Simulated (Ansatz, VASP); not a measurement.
# One calculation of TaN, two programs

```
Ta N
1.0
     5.06452    0.00000    0.00000
     0.00000    5.06452    0.00000
     0.00000    0.00000    5.06452
Ta N
4 4
Direct
  0.75000 0.75000 0.75000
  0.75000 0.25000 0.25000
  0.25000 0.75000 0.25000
  0.25000 0.25000 0.75000
  0.00000 0.00000 0.50000
  0.00000 0.50000 0.00000
  0.50000 0.00000 0.00000
  0.50000 0.50000 0.00000
```

Change from the starting cell: ordered vacancies on the anion sites of fluorite (P-42m, No. 111).

Alike in both runs: task single point; functional PBE; k mesh 4 × 4 × 4; occupations gaussian, width 0.1 eV; no spin polarisation.

|  | VASP | Ansatz |
| --- | --- | --- |
| version | VASP 6.6.1 | Ansatz 0.2.0 |
| potentials or method | VASP PAW PBE potentials, release 64 (Ta_pv, N), cutoff 520 eV | scalar-relativistic, plane waves, PAW |
| valence electrons in the cell | 64 | 72 |

```tsv
	VASP	Ansatz	Ansatz less VASP
gap on the k mesh at the Fermi level (eV)	none	none	-
pressure (GPa)	-28.0	-28.2	-0.23
traceless stress, the component that is largest in VASP (GPa)	-9.23	-9.24	-0.006
rms of the force components (eV/Å)	0.842	0.853	+0.0113
```

Atom by atom the forces differ by 0.012 eV/Å (rms over components). A gap of «none» marks a metal or a gap that the smearing closes. VASP's potentials hold 64 valence electrons a cell and Ansatz's 72, so a difference there can come from the potentials and not from the codes.

Neither program's run includes spin-orbit coupling.
